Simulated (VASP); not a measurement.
# MnAs (P6_3/mmc) in VASP: single point with PBE

Aim: the single point of MnAs with PBE.

Program: VASP 6.6.1. These are calculated values, not measurements. Logs are shortened: lines on timing, memory, paths and dates and some standing lists are left out, and cuts for length are marked.

## 1. The cell of the first run

It takes space group P6_3/mmc (No. 194, hexagonal). Conventional cell: a = 3.655 Å, b = 3.655 Å, c = 5.504 Å, α = 90.00°, β = 90.00°, γ = 120.00°. Mn (site symmetry -3m) has 6 As at 2.52 Å and 2 Mn at 2.75 Å within 3.3 Å. As (site symmetry -6m2) has 6 Mn at 2.52 Å within 3.3 Å.

## 2. Single point, PBE, collinear spin, ferromagnetic start

The input, INCAR:

```
ALGO = Normal
EDIFF = 1E-6
ENCUT = 520
GGA = PE
ISIF = 2
ISMEAR = 0
ISPIN = 2
LASPH = T
LCHARG = T
LELF = T
LMAXMIX = 4
LORBIT = 11
LREAL = F
LVHAR = T
LWAVE = F
MAGMOM = 3.5 3.5 0 0
NBANDS = 30
NELM = 150
PREC = Accurate
SIGMA = 0.05
```

The input, KPOINTS:

```
k-points
0
Gamma
  12 12 8
```

The input, POSCAR:

```
MnAs
1.0
    3.6552634980      0.0000000000      0.0000000000
   -1.8276317490      3.1655510468      0.0000000000
    0.0000000000      0.0000000000      5.5036086073
Mn As
2 2
Direct
    0.0000000000      0.0000000000      0.0000000000
    0.0000000000      0.0000000000      0.5000000000
    0.3333333333      0.6666666667      0.2500000000
    0.6666666667      0.3333333333      0.7500000000
```

Potentials or basis: VASP PAW PBE potentials, release 64 (Mn_pv, As).

The run is started by

```bash
> cat potpaw_PBE.64/Mn_pv/POTCAR potpaw_PBE.64/As/POTCAR > POTCAR
> mpirun -np 1 vasp_std > vasp.out
```

OUTCAR:

```text
EDIFF = 1E-6
   ENCUT = 520
   GGA = PE
   ISIF = 2
   ISMEAR = 0
   ISPIN = 2
   LASPH = T
   LORBIT = 11
   LREAL = F
   NELM = 150
   PREC = Accurate

 ion  position               nearest neighbor table
   1  0.000  0.000  0.000-   3 2.52   4 2.52   4 2.52   3 2.52   4 2.52   3 2.52   2 2.75   2 2.75

   2  0.000  0.000  0.500-   3 2.52   4 2.52   4 2.52   3 2.52   4 2.52   3 2.52   1 2.75   1 2.75

   3  0.333  0.667  0.250-   1 2.52   2 2.52   1 2.52   2 2.52   1 2.52   2 2.52
   4  0.667  0.333  0.750-   1 2.52   2 2.52   1 2.52   2 2.52   1 2.52   2 2.52

  LATTYP: Found a hexagonal cell.
 ALAT       =     3.6552634980
 C/A-ratio  =     1.5056667215

  Lattice vectors:

 A1 = (   3.6552634980,   0.0000000000,   0.0000000000)
 A2 = (  -1.8276317490,   3.1655510468,   0.0000000000)
 A3 = (   0.0000000000,   0.0000000000,   5.5036086073)

Analysis of symmetry for initial positions (statically):
=====================================================================
 Subroutine PRICEL returns:
 Original cell was already a primitive cell.

 Routine SETGRP: Setting up the symmetry group for a
 hexagonal supercell.

 Subroutine GETGRP returns: Found 24 space group operations
 (whereof 12 operations were pure point group operations)
 out of a pool of 24 trial point group operations.

The static configuration has the point symmetry D_3d.
 The point group associated with its full space group is D_6h.

Analysis of symmetry for dynamics (positions and initial velocities):
=====================================================================
 Subroutine PRICEL returns:
 Original cell was already a primitive cell.

 Routine SETGRP: Setting up the symmetry group for a
 hexagonal supercell.

 Subroutine GETGRP returns: Found 24 space group operations
 (whereof 12 operations were pure point group operations)
 out of a pool of 24 trial point group operations.

The dynamic configuration has the point symmetry D_3d.
 The point group associated with its full space group is D_6h.

Analysis of structural, dynamic, and magnetic symmetry:
=====================================================================
 Subroutine PRICEL returns:
 Original cell was already a primitive cell.

 Routine SETGRP: Setting up the symmetry group for a
 hexagonal supercell.

 Subroutine GETGRP returns: Found 24 space group operations
 (whereof 12 operations were pure point group operations)
 out of a pool of 24 trial point group operations.

The overall configuration has the point symmetry D_3d.
 The point group associated with its full space group is D_6h.

 Subroutine INISYM returns: Found 24 space group operations
 (whereof 12 operations are pure point group operations),
 and found     1 'primitive' translations

----------------------------------------------------------------------------------------

                                     Primitive cell

  volume of cell :      63.6818

  direct lattice vectors                    reciprocal lattice vectors
     3.655263498  0.000000000  0.000000000     0.273578088  0.157950383  0.000000000
    -1.827631749  3.165551047  0.000000000     0.000000000  0.315900766  0.000000000
     0.000000000  0.000000000  5.503608607     0.000000000  0.000000000  0.181698967

  length of vectors
     3.655263498  3.655263498  5.503608607     0.315900766  0.315900766  0.181698967

  position of ions in fractional coordinates (direct lattice)
     0.000000000  0.000000000  0.000000000
     0.000000000  0.000000000  0.500000000
     0.333333333  0.666666667  0.250000000
     0.666666667  0.333333333  0.750000000

  ion indices of the primitive-cell ions
   primitive index   ion index
                 1           1
                 2           2
                 3           3
                 4           4

----------------------------------------------------------------------------------------

 KPOINTS: k-points

Automatic generation of k-mesh.
 Grid dimensions read from file:
 generate k-points for:   12   12    8

 Generating k-lattice:

  Cartesian coordinates                     Fractional coordinates (reciprocal lattice)
     0.022798174  0.013162532  0.000000000     0.083333333  0.000000000  0.000000000
     0.000000000  0.026325064  0.000000000     0.000000000  0.083333333  0.000000000
     0.000000000  0.000000000  0.022712371     0.000000000  0.000000000  0.125000000

  Length of vectors
     0.026325064  0.026325064  0.022712371

  Shift w.r.t. Gamma in fractional coordinates (k-lattice)
     0.000000000  0.000000000  0.000000000

 Subroutine IBZKPT returns following result:
 ===========================================

 Found     95 irreducible k-points:

 Following reciprocal coordinates:
            Coordinates               Weight
  0.000000  0.000000  0.000000      1.000000
  0.083333  0.000000  0.000000      6.000000
  0.166667 -0.000000  0.000000      6.000000
  0.250000 -0.000000  0.000000      6.000000
  0.333333  0.000000  0.000000      6.000000
  0.416667  0.000000  0.000000      6.000000
[... 16 lines left out ...]
  0.250000 -0.000000  0.125000     12.000000
  0.333333  0.000000  0.125000     12.000000
 [... further k-points ...]
   k-points           NKPTS =     95   k-points in BZ     NKDIM =     95   number of bands    NBANDS=     30
   number of dos      NEDOS =    301   number of ions     NIONS =      4
   total plane-waves  NPLWV =  32928
   dimension x,y,z NGX =    28 NGY =   28 NGZ =   42
   dimension x,y,z NGXF=    56 NGYF=   56 NGZF=   84
   ions per type =               2   2
   NGX,Y,Z   is equivalent  to a cutoff of  12.73, 12.73, 12.69 a.u.
   NGXF,Y,Z  is equivalent  to a cutoff of  25.47, 25.47, 25.37 a.u.
 SYSTEM =  unknown system
   PREC   = accura    normal or accurate (medium, high low for compatibility)
   ISTART =      0    job   : 0-new  1-cont  2-samecut
   ICHARG =      2    charge: 1-file 2-atom 10-const
   ISPIN  =      2    spin polarized calculation?
   LNONCOLLINEAR =      F non collinear calculations
   LSORBIT =      F    spin-orbit coupling
   LASPH  =      T    aspherical Exc in radial PAW
   ENCUT  =  520.0 eV  38.22 Ry    6.18 a.u.   6.80  6.80 10.23*2*pi/ulx,y,z
   NELM   =    150;   NELMIN=  2; NELMDL= -5     # of ELM steps
   EDIFF  = 0.1E-05   stopping-criterion for ELM
   LREAL  =      F    real-space projection
   EDIFFG = 0.1E-04   stopping-criterion for IOM
   NSW    =      0    number of steps for IOM
   IBRION =     -1    ionic relax: 0-MD 1-quasi-New 2-CG
   NFREE  =      0    steps in history (QN), initial steepest desc. (CG)
   ISIF   =      2    stress and relaxation
   ISYM   =      2    0-nonsym 1-usesym 2-fastsym
   POTIM  = 0.5000    time-step for ionic-motion
   TEBEG  =    0.0;   TEEND  =   0.0 temperature during run
   PSTRESS=    0.0 pullay stress
   NELECT =      36.0000    total number of electrons
   NUPDOWN=      -1.0000    fix difference up-down
   EMIN   =  10.00;   EMAX   =-10.00  energy-range for DOS
   EFERMI =   0.00;   METHOD = LEGACY
   ISMEAR =     0;   SIGMA  =   0.05  broadening in eV -4-tet -1-fermi 0-gaus
   EFERMI_NEDOS =   21; number of points for ismear=-14 and -15
   IALGO  =     38    algorithm
   IMIX   =      4    mixing-type and parameters
     AMIX     =   0.40;   BMIX     =  1.00
     AMIX_MAG =   1.60;   BMIX_MAG =  1.00
  volume/ion in A,a.u.               =      15.92       107.44
  Fermi-wavevector in a.u.,A,eV,Ry     =   1.353642  2.558012 24.930589  1.832347
  Thomas-Fermi vector in A             =   2.480880
   LORBIT       =     11    0 simple, 1 ext, 2 COOP (PROOUT), +10 PAW based schemes
   GGA     = PE    functional components
   LHFCALC =     F    Hartree Fock is set to
   AEXX    =    0.0000 exact exchange contribution
   IVDW    =     0    specifies the selected vdW correction
   LEPSILON=     F    determine dielectric tensor
   LRPA    =     F    only Hartree local field effects (RPA)
 spin polarized calculation
 Gauss-broadening in eV      SIGMA  =   0.05
  energy-cutoff  :      520.00
  volume of cell :       63.68
 maximum number of plane-waves:      1736
 NGX is ok and might be reduce to    28
   NGX = 13   NGY = 13   NGZ = 21

 number of electron      35.9999981 magnetization       5.6825022

 Free energy of the ion-electron system (eV)
  ---------------------------------------------------
  ext. energy  EPLUGINS =         0.00000000
  ---------------------------------------------------
  free energy    TOTEN  =       -28.27716609 eV

  energy without entropy =      -28.27373299  energy(sigma->0) =      -28.27544954

 E-fermi :   7.4736     XC(G=0): -11.4812

 val. band max:        7.4735383983   @ k =   0.4167   0.0000   0.1250
 cond. band min:       7.4781713052   @ k =   0.4167   0.0833   0.0000
 fundamental gap:      0.0046329070
 Fermi energy:         7.4735559728

 spin component 1

 k-point     1 :       0.0000    0.0000    0.0000
  band No.  band energies     occupation
      1     -42.2878      1.00000
      2     -42.2878      1.00000
      3     -42.2737      1.00000
      4     -42.2737      1.00000
      5     -42.0944      1.00000
      6     -41.9543      1.00000
[... 781 lines left out ...]
     29      17.3166      0.00000
     30      17.6570      0.00000

 [... further k-points ...]

 spin component 2

 k-point     1 :       0.0000    0.0000    0.0000
  band No.  band energies     occupation
      1     -39.1649      1.00000
      2     -39.1527      1.00000
      3     -39.1526      1.00000
      4     -39.1360      1.00000
      5     -39.1360      1.00000
      6     -39.0041      1.00000
[... 781 lines left out ...]
     29      17.6436      0.00000
     30      17.9665      0.00000

 [... further k-points ...]

------------------------ aborting loop because EDIFF is reached ----------------------------------------

  FORCE on cell =-STRESS in cart. coord.  units (eV):
  Direction    XX          YY          ZZ          XY          YZ          ZX
  --------------------------------------------------------------------------------------
  -------------------------------------------------------------------------------------
  Total        0.0565738      0.0565738      0.0589403      0.0000000      0.0000000      0.0000000
  in kB        1.4233447      1.4233447      1.4828853      0.0000000      0.0000000      0.0000000
  external PRESSURE =       1.4431916 kB  Pullay stress =       0.0000000 kB

 VOLUME and BASIS-vectors are now :
 -----------------------------------------------------------------------------
  energy-cutoff  :      520.00
  volume of cell :       63.68
      direct lattice vectors                 reciprocal lattice vectors
     3.655263498  0.000000000  0.000000000     0.273578088  0.157950383  0.000000000
    -1.827631749  3.165551047  0.000000000     0.000000000  0.315900766  0.000000000
     0.000000000  0.000000000  5.503608607     0.000000000  0.000000000  0.181698967

 POSITION                                       TOTAL-FORCE (eV/Angst)
 -----------------------------------------------------------------------------------
      0.00000      0.00000      0.00000        -0.000000      0.000000      0.000000
      0.00000      0.00000      2.75180         0.000000      0.000000      0.000000
     -0.00000      2.11037      1.37590         0.000000      0.000000      0.000000
      1.82763      1.05518      4.12771         0.000000     -0.000000     -0.000000
 -----------------------------------------------------------------------------------
    total drift:                               -0.000000      0.000000      0.000000

  FREE ENERGIE OF THE ION-ELECTRON SYSTEM (eV)
  ---------------------------------------------------
  free  energy   TOTEN  =       -28.2771660856 eV

  energy  without entropy=      -28.2737329874  energy(sigma->0) =      -28.27544954

 total charge

# of ion       s       p       d       tot
------------------------------------------
    1        0.293   6.267   5.115  11.675
    2        0.293   6.267   5.115  11.675
    3        1.217   1.536   0.061   2.814
    4        1.217   1.536   0.061   2.814
--------------------------------------------------
tot          3.018  15.607  10.353  28.978

 magnetization (x)

# of ion       s       p       d       tot
------------------------------------------
    1        0.032   0.024   2.856   2.912
    2        0.032   0.024   2.856   2.912
    3        0.001  -0.127   0.007  -0.119
    4        0.001  -0.127   0.007  -0.119
--------------------------------------------------
tot          0.066  -0.206   5.727   5.587
```

It took 2.6 min on 1 thread of Intel Xeon 6975P-C (Granite Rapids), shared host; peak memory 0.39 GiB.

What came out:

```
Free energy                                           : -28.2772 eV
Pressure                                              : 0.1 GPa
Net moment                                            : 5.68 μB per cell
Site moments                                          : Mn +2.91; As -0.12 μB
Valence electrons inside the program's atomic spheres : Mn 11.68; As 2.81
```

Caveat: the run started ferromagnetic, and an antiferromagnetic order may lie lower in energy.
